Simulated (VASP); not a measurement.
**CdCoC6N6: single point with PBE**

The system is CdCoC6N6.

```
CELL_PARAMETERS angstrom
0.00000 5.17850 5.17850
5.17850 0.00000 5.17850
5.17850 5.17850 0.00000
ATOMIC_POSITIONS crystal
Cd 0.00000 0.00000 0.00000
Co 0.50000 0.50000 0.50000
C 0.80680 0.19320 0.19320
C 0.19320 0.80680 0.19320
C 0.19320 0.19320 0.80680
C 0.19320 0.80680 0.80680
C 0.80680 0.19320 0.80680
C 0.80680 0.80680 0.19320
N 0.69383 0.30617 0.30617
N 0.30617 0.69383 0.30617
N 0.30617 0.30617 0.69383
N 0.30617 0.69383 0.69383
N 0.69383 0.30617 0.69383
N 0.69383 0.69383 0.30617
```

```
Program             : VASP 6.6.1
Task                : single point
Functional          : PBE
Potentials or basis : VASP PAW PBE potentials, release 64 (Cd, Co, C, N)
Cutoff              : 520 eV
k mesh              : 4 × 4 × 4
Occupations         : gaussian, width 0.1 eV
Spin                : collinear spin, ferromagnetic start
Starting moments    : [0.0, 3.0, 0.0, 0.0, 0.0, 0.0, 0.0, 0.0, 0.0, 0.0, 0.0, 0.0, 0.0, 0.0] μB
```

```
Pressure                                              : 7.1 GPa
Largest force                                         : 4.514 eV/Å
Net moment                                            : -0.94 μB per cell
Site moments                                          : Cd -0.25; Co +0.10; C -0.10; N +0.00 μB
Valence electrons inside the program's atomic spheres : Cd 10.98; Co 8.07; C 2.61; N 3.85
```

Forces on the atoms (eV/Å):
```
Cd   0.000  0.000  0.000
Co   0.000  0.000  0.000
C    4.514  0.000  0.000
C    0.000  4.514  0.000
C    0.000  0.000  4.514
C   -4.514  0.000  0.000
C    0.000 -4.514  0.000
C    0.000  0.000 -4.514
N    0.853  0.000  0.000
N    0.000  0.853  0.000
N    0.000  0.000  0.853
N   -0.853  0.000  0.000
N    0.000 -0.853  0.000
N    0.000  0.000 -0.853
```

Levels at points of the mesh, in eV from the Fermi level:
Spin up:
```tsv
k point	band 35	band 36	band 37	band 38	band 39	band 40
(0.00, 0.00, 0.00)	-1.26	-1.26	-0.35	-0.35	1.38	1.38
(0.50, 0.00, 0.00)	-1.15	-1.14	0.32	0.32	0.84	0.84
(0.50, 0.50, 0.00)	-1.06	-1.06	-0.34	0.05	0.87	1.39
```
Spin down:
| k point | band 36 | band 37 | band 38 | band 39 | band 40 | band 41 |
| --- | --- | --- | --- | --- | --- | --- |
| (0.00, 0.00, 0.00) | -1.22 | -0.58 | -0.58 | 1.36 | 1.36 | 3.65 |
| (0.50, 0.00, 0.00) | -1.11 | -0.09 | -0.09 | 0.99 | 0.99 | 3.64 |
| (0.50, 0.50, 0.00) | -1.02 | -0.58 | -0.32 | 0.98 | 1.37 | 3.66 |

Run time: 8.3 min on 1 thread of Intel(R) Xeon(R) Platinum 8375C CPU @ 2.90GHz (Ice Lake), with other jobs on the host, peak memory 0.63 GiB.

Caveat: a cell with one magnetic atom can't hold antiferromagnetic order, which such compounds often take; forces of over 1 eV/Å act on the atoms, so gaps and moduli don't describe the material at rest. With open d or f shells a metallic result of PBE can be an artefact of self-interaction; +U or a hybrid may open a gap.
